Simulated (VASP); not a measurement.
# CdF2 (Fm-3m) in VASP: further runs

The runs below take CdF2 through electric field gradients, with LDA.

Program: VASP 6.6.1. These are calculated values, not measurements. Logs are shortened: lines on timing, memory, paths and dates and some standing lists are left out, and cuts for length are marked.

### 1 The cell of the first run

The structure is cubic, space group Fm-3m (No. 225). The conventional cell has a = 5.315 Å, b = 5.315 Å, c = 5.315 Å, α = 90.00°, β = 90.00°, γ = 90.00°. Within 3.0 Å of Cd (site symmetry m-3m) lie 8 F at 2.30 Å. Within 3.0 Å of F (site symmetry -43m) lie 4 Cd at 2.30 Å and 6 F at 2.66 Å.

### 2 Electric field gradients, LDA (volume scaled by 0.96)

File INCAR:

```
PREC = Accurate ; ENCUT = 520
EDIFF = 1E-8 ; ISMEAR = -1
SIGMA = 0.02 ; LREAL = False
LASPH = True ; NELM = 60
ALGO = Normal ; ISIF = 2
LWAVE = False ; LCHARG = False
LEFG = True ; NBANDS = 20
```

File KPOINTS:

```
Automatic mesh
0
Gamma
  8 8 8
```

File POSCAR:

```
CdF2
1.0
    0.0000000000      2.6575901313      2.6575901313
    2.6575901313      0.0000000000      2.6575901313
    2.6575901313      2.6575901313      0.0000000000
Cd F
1 2
Direct
    0.0000000000      0.0000000000      0.0000000000
    0.2500000000      0.2500000000      0.2500000000
    0.7500000000      0.7500000000      0.7500000000
```

Potentials or basis: VASP PAW LDA potentials, release 64 (Cd, F).

Started as:

```
cat potpaw_LDA.64/Cd/POTCAR potpaw_LDA.64/F/POTCAR > POTCAR
mpirun -np 1 vasp_std > vasp.out
```

OUTCAR:

```text
PREC = Accurate
   ENCUT = 520
   EDIFF = 1E-8
   ISMEAR = -1
   LREAL = False
   LASPH = True
   NELM = 60
   ISIF = 2

 ion  position               nearest neighbor table
   1  0.000  0.000  0.000-   3 2.30   3 2.30   3 2.30   2 2.30   3 2.30   2 2.30   2 2.30   2 2.30

   2  0.250  0.250  0.250-   1 2.30   1 2.30   1 2.30   1 2.30
   3  0.750  0.750  0.750-   1 2.30   1 2.30   1 2.30   1 2.30

  LATTYP: Found a face centered cubic cell.
 ALAT       =     5.3151802626

  Lattice vectors:

 A1 = (   0.0000000000,   2.6575901313,   2.6575901313)
 A2 = (   2.6575901313,   0.0000000000,   2.6575901313)
 A3 = (   2.6575901313,   2.6575901313,   0.0000000000)

Analysis of symmetry for initial positions (statically):
=====================================================================
 Subroutine PRICEL returns:
 Original cell was already a primitive cell.

 Routine SETGRP: Setting up the symmetry group for a
 face centered cubic supercell.

 Subroutine GETGRP returns: Found 48 space group operations
 (whereof 48 operations were pure point group operations)
 out of a pool of 48 trial point group operations.

The static configuration has the point symmetry O_h .

Analysis of symmetry for dynamics (positions and initial velocities):
=====================================================================
 Subroutine PRICEL returns:
 Original cell was already a primitive cell.

 Routine SETGRP: Setting up the symmetry group for a
 face centered cubic supercell.

 Subroutine GETGRP returns: Found 48 space group operations
 (whereof 48 operations were pure point group operations)
 out of a pool of 48 trial point group operations.

The dynamic configuration has the point symmetry O_h .

 Subroutine INISYM returns: Found 48 space group operations
 (whereof 48 operations are pure point group operations),
 and found     1 'primitive' translations

----------------------------------------------------------------------------------------

                                     Primitive cell

  volume of cell :      37.5400

  direct lattice vectors                    reciprocal lattice vectors
     0.000000000  2.657590131  2.657590131    -0.188140374  0.188140374  0.188140374
     2.657590131  0.000000000  2.657590131     0.188140374 -0.188140374  0.188140374
     2.657590131  2.657590131  0.000000000     0.188140374  0.188140374 -0.188140374

  length of vectors
     3.758400007  3.758400007  3.758400007     0.325868686  0.325868686  0.325868686

  position of ions in fractional coordinates (direct lattice)
     0.000000000  0.000000000  0.000000000
     0.250000000  0.250000000  0.250000000
     0.750000000  0.750000000  0.750000000

  ion indices of the primitive-cell ions
   primitive index   ion index
                 1           1
                 2           2
                 3           3

----------------------------------------------------------------------------------------

 KPOINTS: Automatic mesh

Automatic generation of k-mesh.
 Grid dimensions read from file:
 generate k-points for:    8    8    8

 Generating k-lattice:

  Cartesian coordinates                     Fractional coordinates (reciprocal lattice)
    -0.023517547  0.023517547  0.023517547     0.125000000  0.000000000  0.000000000
     0.023517547 -0.023517547  0.023517547     0.000000000  0.125000000  0.000000000
     0.023517547  0.023517547 -0.023517547     0.000000000  0.000000000  0.125000000

  Length of vectors
     0.040733586  0.040733586  0.040733586

  Shift w.r.t. Gamma in fractional coordinates (k-lattice)
     0.000000000  0.000000000  0.000000000

 Subroutine IBZKPT returns following result:
 ===========================================

 Found     29 irreducible k-points:

 Following reciprocal coordinates:
            Coordinates               Weight
  0.000000  0.000000  0.000000      1.000000
  0.125000  0.000000  0.000000      8.000000
  0.250000  0.000000  0.000000      8.000000
  0.375000  0.000000  0.000000      8.000000
  0.500000  0.000000  0.000000      4.000000
  0.125000  0.125000  0.000000      6.000000
[... 16 lines left out ...]
  0.500000  0.250000  0.125000     48.000000
 -0.375000  0.250000  0.125000     24.000000
 [... further k-points ...]
   k-points           NKPTS =     29   k-points in BZ     NKDIM =     29   number of bands    NBANDS=     20
   number of dos      NEDOS =    301   number of ions     NIONS =      3
   total plane-waves  NPLWV =  21952
   dimension x,y,z NGX =    28 NGY =   28 NGZ =   28
   dimension x,y,z NGXF=    56 NGYF=   56 NGZF=   56
   ions per type =               1   2
   NGX,Y,Z   is equivalent  to a cutoff of  12.39, 12.39, 12.39 a.u.
   NGXF,Y,Z  is equivalent  to a cutoff of  24.77, 24.77, 24.77 a.u.
 SYSTEM =  unknown system
   PREC   = accura    normal or accurate (medium, high low for compatibility)
   ISTART =      0    job   : 0-new  1-cont  2-samecut
   ICHARG =      2    charge: 1-file 2-atom 10-const
   ISPIN  =      1    spin polarized calculation?
   LNONCOLLINEAR =      F non collinear calculations
   LSORBIT =      F    spin-orbit coupling
   LASPH  =      T    aspherical Exc in radial PAW
   ENCUT  =  520.0 eV  38.22 Ry    6.18 a.u.   6.99  6.99  6.99*2*pi/ulx,y,z
   NELM   =     60;   NELMIN=  2; NELMDL= -5     # of ELM steps
   EDIFF  = 0.1E-07   stopping-criterion for ELM
   LREAL  =      F    real-space projection
   EDIFFG = 0.1E-06   stopping-criterion for IOM
   NSW    =      0    number of steps for IOM
   IBRION =     -1    ionic relax: 0-MD 1-quasi-New 2-CG
   NFREE  =      0    steps in history (QN), initial steepest desc. (CG)
   ISIF   =      2    stress and relaxation
   ISYM   =      2    0-nonsym 1-usesym 2-fastsym
   POTIM  = 0.5000    time-step for ionic-motion
   TEBEG  =    0.0;   TEEND  =   0.0 temperature during run
   PSTRESS=    0.0 pullay stress
   NELECT =      26.0000    total number of electrons
   NUPDOWN=      -1.0000    fix difference up-down
   EMIN   =  10.00;   EMAX   =-10.00  energy-range for DOS
   EFERMI =   0.00;   METHOD = LEGACY
   ISMEAR =    -1;   SIGMA  =   0.02  broadening in eV -4-tet -1-fermi 0-gaus
   EFERMI_NEDOS =   21; number of points for ismear=-14 and -15
   IALGO  =     38    algorithm
   IMIX   =      4    mixing-type and parameters
     AMIX     =   0.40;   BMIX     =  1.00
     AMIX_MAG =   1.60;   BMIX_MAG =  1.00
  volume/ion in A,a.u.               =      12.51        84.44
  Fermi-wavevector in a.u.,A,eV,Ry     =   1.448443  2.737160 28.544831  2.097986
  Thomas-Fermi vector in A             =   2.566283
   LORBIT       =      0    0 simple, 1 ext, 2 COOP (PROOUT), +10 PAW based schemes
   GGA     = CA    functional components
   LHFCALC =     F    Hartree Fock is set to
   AEXX    =    0.0000 exact exchange contribution
   IVDW    =     0    specifies the selected vdW correction
   LEPSILON=     F    determine dielectric tensor
   LRPA    =     F    only Hartree local field effects (RPA)
 non-spin polarized calculation
  energy-cutoff  :      520.00
  volume of cell :       37.54
 maximum number of plane-waves:      1036
   NGX = 13   NGY = 13   NGZ = 13

 number of electron      26.0000017 magnetization

 Free energy of the ion-electron system (eV)
  ---------------------------------------------------
  ext. energy  EPLUGINS =         0.00000000
  ---------------------------------------------------
  free energy    TOTEN  =       -12.73647159 eV

  energy without entropy =      -12.73647159  energy(sigma->0) =      -12.73647159

 E-fermi :  -0.8754     XC(G=0): -11.3493

 val. band max:       -1.3328373867   @ k =  -0.2500   0.5000   0.2500
 cond. band min:       1.6069103325   @ k =   0.0000   0.0000   0.0000
 fundamental gap:      2.9397477191
 Fermi energy:        -0.8754248555

 k-point     1 :       0.0000    0.0000    0.0000
  band No.  band energies     occupation
      1     -22.0259      2.00000
      2     -20.7159      2.00000
      3      -7.1303      2.00000
      4      -7.1303      2.00000
      5      -7.1303      2.00000
      6      -5.6594      2.00000
[... 12 lines left out ...]
     19      18.4900      0.00000
     20      18.4900      0.00000
[... 507 lines left out ...]
 k-point    24 :      -0.3750    0.2500    0.1250
  band No.  band energies     occupation
      1     -21.3559      2.00000
      2     -21.3079      2.00000
      3      -6.6368      2.00000
      4      -6.4725      2.00000
      5      -5.7873      2.00000
      6      -5.7255      2.00000
[... 12 lines left out ...]
     19      17.2785      0.00000
     20      20.8847      0.00000

 [... further k-points ...]

------------------------ aborting loop because EDIFF is reached ----------------------------------------

  FORCE on cell =-STRESS in cart. coord.  units (eV):
  Direction    XX          YY          ZZ          XY          YZ          ZX
  --------------------------------------------------------------------------------------
  -------------------------------------------------------------------------------------
  Total       -0.0038910     -0.0038910     -0.0038910      0.0000000     -0.0000000      0.0000000
  in kB       -0.1660646     -0.1660646     -0.1660646      0.0000000     -0.0000000      0.0000000
  external PRESSURE =      -0.1660646 kB  Pullay stress =       0.0000000 kB

 VOLUME and BASIS-vectors are now :
 -----------------------------------------------------------------------------
  energy-cutoff  :      520.00
  volume of cell :       37.54
      direct lattice vectors                 reciprocal lattice vectors
     0.000000000  2.657590131  2.657590131    -0.188140374  0.188140374  0.188140374
     2.657590131  0.000000000  2.657590131     0.188140374 -0.188140374  0.188140374
     2.657590131  2.657590131  0.000000000     0.188140374  0.188140374 -0.188140374

 POSITION                                       TOTAL-FORCE (eV/Angst)
 -----------------------------------------------------------------------------------
      0.00000      0.00000      0.00000        -0.000000      0.000000      0.000000
      1.32880      1.32880      1.32880         0.000000      0.000000      0.000000
      3.98639      3.98639      3.98639        -0.000000     -0.000000     -0.000000
 -----------------------------------------------------------------------------------
    total drift:                                0.000000      0.000000      0.000000

  FREE ENERGIE OF THE ION-ELECTRON SYSTEM (eV)
  ---------------------------------------------------
  free  energy   TOTEN  =       -12.7364715883 eV

  energy  without entropy=      -12.7364715883  energy(sigma->0) =      -12.73647159

 Electric field gradients (V/A^2)
---------------------------------------------------------------------
 ion       V_xx      V_yy      V_zz      V_xy      V_xz      V_yz
---------------------------------------------------------------------
   1      -0.000     0.000     0.000    -0.001    -0.001    -0.001
   2       0.000    -0.000    -0.000     0.007     0.007     0.007
   3       0.000    -0.000    -0.000     0.007     0.007     0.007
---------------------------------------------------------------------

 Electric field gradients after diagonalization (V/A^2)
 (convention: |V_zz| > |V_xx| > |V_yy|)
----------------------------------------------------------------------
 ion       V_xx      V_yy      V_zz     asymmetry (V_yy - V_xx)/ V_zz
----------------------------------------------------------------------
   1       0.001     0.001    -0.003       0.000
   2      -0.007    -0.007     0.014       0.000
   3      -0.007    -0.007     0.014       0.000
----------------------------------------------------------------------

           NMR quadrupolar parameters

 Cq : quadrupolar parameter    Cq=e*Q*V_zz/h
 eta: asymmetry parameters     (V_yy - V_xx)/ V_zz
 Q  : nuclear electric quadrupole moment in mb (millibarn)
----------------------------------------------------------------------
 ion       Cq(MHz)       eta       Q (mb)
----------------------------------------------------------------------
   1      -0.000       0.000       1.000
   2       0.000       0.000       1.000
   3       0.000       0.000       1.000
----------------------------------------------------------------------
```

It took 9.8 s on 1 thread of Intel Xeon 6975P-C (Granite Rapids), shared host; peak memory 0.15 GiB.

What came out:

| Quantity | Value |
| --- | --- |
| Free energy | -12.7365 eV |
| Pressure | 0.0 GPa |
| Band gap on the k mesh | 2.94 eV, indirect (least direct gap 3.37 eV) |

Caveat: without QUAD_EFG the Cq values of the log hold for a quadrupole moment of 1 mb, not for the nuclei.

### 3 Electric field gradients, LDA (volume scaled by 0.96)

File INCAR:

```
SYSTEM = CdF2
PREC     = Accurate       ! precision mode
ENCUT    = 520            ! plane-wave cutoff, eV
EDIFF    = 1E-8           ! SCF threshold, eV
ISMEAR   = -1             ! smearing method
SIGMA    = 0.02           ! smearing width, eV
LREAL    = .FALSE.        ! projectors in reciprocal space
LASPH    = .TRUE.         ! aspherical terms in the spheres
NELM     = 60             ! most SCF steps
ALGO     = Normal         ! electronic algorithm
ISIF     = 2              ! what is computed and relaxed
LWAVE    = .FALSE.        ! write WAVECAR
LCHARG   = .FALSE.        ! write CHGCAR
GGA      = CA             ! functional
LEFG     = .TRUE.       
NBANDS   = 20             ! bands
```

File KPOINTS:

```
regular mesh
0
G
  8 8 8
  0 0 0
```

POSCAR is that of step 2.

Potentials or basis: VASP PAW LDA potentials, release 64 (Cd, F).

Started as:

```
cat potpaw_LDA.64/Cd/POTCAR potpaw_LDA.64/F/POTCAR > POTCAR
mpirun -np 1 vasp_std > vasp.out
```

OUTCAR:

```text
SYSTEM = CdF2
   PREC = Accurate
   ENCUT = 520
   EDIFF = 1E-8
   ISMEAR = -1
   LREAL = .FALSE.
   LASPH = .TRUE.
   NELM = 60
   ISIF = 2
   GGA = CA

 ion  position               nearest neighbor table
   1  0.000  0.000  0.000-   3 2.30   3 2.30   3 2.30   2 2.30   3 2.30   2 2.30   2 2.30   2 2.30

   2  0.250  0.250  0.250-   1 2.30   1 2.30   1 2.30   1 2.30
   3  0.750  0.750  0.750-   1 2.30   1 2.30   1 2.30   1 2.30

  LATTYP: Found a face centered cubic cell.
 ALAT       =     5.3151802626

  Lattice vectors:

 A1 = (   0.0000000000,   2.6575901313,   2.6575901313)
 A2 = (   2.6575901313,   0.0000000000,   2.6575901313)
 A3 = (   2.6575901313,   2.6575901313,   0.0000000000)

Analysis of symmetry for initial positions (statically):
=====================================================================
 Subroutine PRICEL returns:
 Original cell was already a primitive cell.

[... 748 lines left out ...]
     2.657590131  2.657590131  0.000000000     0.188140374  0.188140374 -0.188140374

 POSITION                                       TOTAL-FORCE (eV/Angst)
 -----------------------------------------------------------------------------------
      0.00000      0.00000      0.00000        -0.000000      0.000000      0.000000
      1.32880      1.32880      1.32880         0.000000      0.000000      0.000000
      3.98639      3.98639      3.98639        -0.000000     -0.000000     -0.000000
 -----------------------------------------------------------------------------------
    total drift:                                0.000000      0.000000      0.000000

  FREE ENERGIE OF THE ION-ELECTRON SYSTEM (eV)
  ---------------------------------------------------
  free  energy   TOTEN  =       -12.7364715883 eV

  energy  without entropy=      -12.7364715883  energy(sigma->0) =      -12.73647159

 Electric field gradients (V/A^2)
---------------------------------------------------------------------
 ion       V_xx      V_yy      V_zz      V_xy      V_xz      V_yz
---------------------------------------------------------------------
   1      -0.000     0.000     0.000    -0.001    -0.001    -0.001
   2       0.000    -0.000    -0.000     0.007     0.007     0.007
   3       0.000    -0.000    -0.000     0.007     0.007     0.007
---------------------------------------------------------------------

 Electric field gradients after diagonalization (V/A^2)
 (convention: |V_zz| > |V_xx| > |V_yy|)
----------------------------------------------------------------------
 ion       V_xx      V_yy      V_zz     asymmetry (V_yy - V_xx)/ V_zz
----------------------------------------------------------------------
   1       0.001     0.001    -0.003       0.000
   2      -0.007    -0.007     0.014       0.000
   3      -0.007    -0.007     0.014       0.000
----------------------------------------------------------------------

           NMR quadrupolar parameters

 Cq : quadrupolar parameter    Cq=e*Q*V_zz/h
 eta: asymmetry parameters     (V_yy - V_xx)/ V_zz
 Q  : nuclear electric quadrupole moment in mb (millibarn)
----------------------------------------------------------------------
 ion       Cq(MHz)       eta       Q (mb)
----------------------------------------------------------------------
   1      -0.000       0.000       1.000
   2       0.000       0.000       1.000
   3       0.000       0.000       1.000
----------------------------------------------------------------------
```

OSZICAR:

```text
N       E                     dE             d eps       ncg     rms          rms(c)
DAV:   1     0.200707886219E+03    0.20071E+03   -0.15640E+04  1192   0.133E+03
DAV:   2    -0.538333488017E+01   -0.20609E+03   -0.19799E+03  1248   0.346E+02
DAV:   3    -0.142141639033E+02   -0.88308E+01   -0.88079E+01  1328   0.787E+01
DAV:   4    -0.142567278407E+02   -0.42564E-01   -0.42561E-01  1228   0.552E+00
DAV:   5    -0.142568842393E+02   -0.15640E-03   -0.15640E-03  1324   0.302E-01    0.106E+01
DAV:   6    -0.127575703431E+02    0.14993E+01   -0.33969E+00  1480   0.348E+01    0.808E+00
DAV:   7    -0.127686017336E+02   -0.11031E-01   -0.68493E-01  1212   0.763E+00    0.459E+00
DAV:   8    -0.127441711458E+02    0.24431E-01   -0.12538E-01  1220   0.324E+00    0.677E-01
DAV:   9    -0.127361955733E+02    0.79756E-02   -0.25555E-02  1432   0.213E+00    0.896E-02
DAV:  10    -0.127364551594E+02   -0.25959E-03   -0.25028E-03  1216   0.492E-01    0.692E-02
DAV:  11    -0.127364730039E+02   -0.17844E-04   -0.52630E-05  1292   0.966E-02    0.252E-02
DAV:  12    -0.127364715216E+02    0.14823E-05   -0.15881E-05  1212   0.366E-02    0.144E-02
DAV:  13    -0.127364716202E+02   -0.98547E-07   -0.13207E-06  1256   0.169E-02    0.187E-03
DAV:  14    -0.127364716020E+02    0.18173E-07   -0.22495E-07  1280   0.518E-03    0.938E-04
DAV:  15    -0.127364715881E+02    0.13871E-07   -0.28798E-08   988   0.167E-03    0.153E-04
DAV:  16    -0.127364715883E+02   -0.18781E-09   -0.15772E-09   652   0.367E-04
   1 F= -.12736472E+02 E0= -.12736472E+02  d E =-.181448E-11
```

stdout:

```text
POSCAR found type information on POSCAR CdF
 POSCAR found :  2 types and       3 ions
 scaLAPACK will be used
 LDA part: xc-table for (Slater(with rela. corr.)+CA(PZ))
 , standard interpolation
 POSCAR, INCAR and KPOINTS ok, starting setup
 FFT: planning ... GRIDC
 FFT: planning ... GRID_SOFT
 FFT: planning ... GRID
 WAVECAR not read
 entering main loop
ion   1

ion   2

ion   3
```

Run time: 10 s. Hardware: 1 thread of Intel Xeon 6975P-C (Granite Rapids), shared host; peak memory 0.14 GiB.

What came out:

```
Free energy            : -12.7365 eV
Pressure               : 0.0 GPa
Band gap on the k mesh : 2.94 eV, indirect (least direct gap 3.37 eV)
```

Levels at points of the mesh, in eV from the valence-band top:
```csv
k point,band 9,band 10,band 11,band 12,band 13,band 14,band 15,band 16,band 17,band 18
"(0.00, 0.00, 0.00)",-1.12,-1.12,-0.43,-0.43,-0.43,2.94,12.49,12.49,12.49,17.49
"(0.50, 0.00, 0.00)",-2.55,-2.07,-2.07,-0.36,-0.36,7.26,8.92,14.49,14.49,18.08
"(0.50, 0.50, 0.00)",-3.28,-3.16,-0.60,-0.10,-0.10,8.08,9.56,11.53,14.30,14.30
```

Caveat: without QUAD_EFG the Cq values of the log hold for a quadrupole moment of 1 mb, not for the nuclei. A k mesh can miss the band edges.

[end of part 1 of 2]
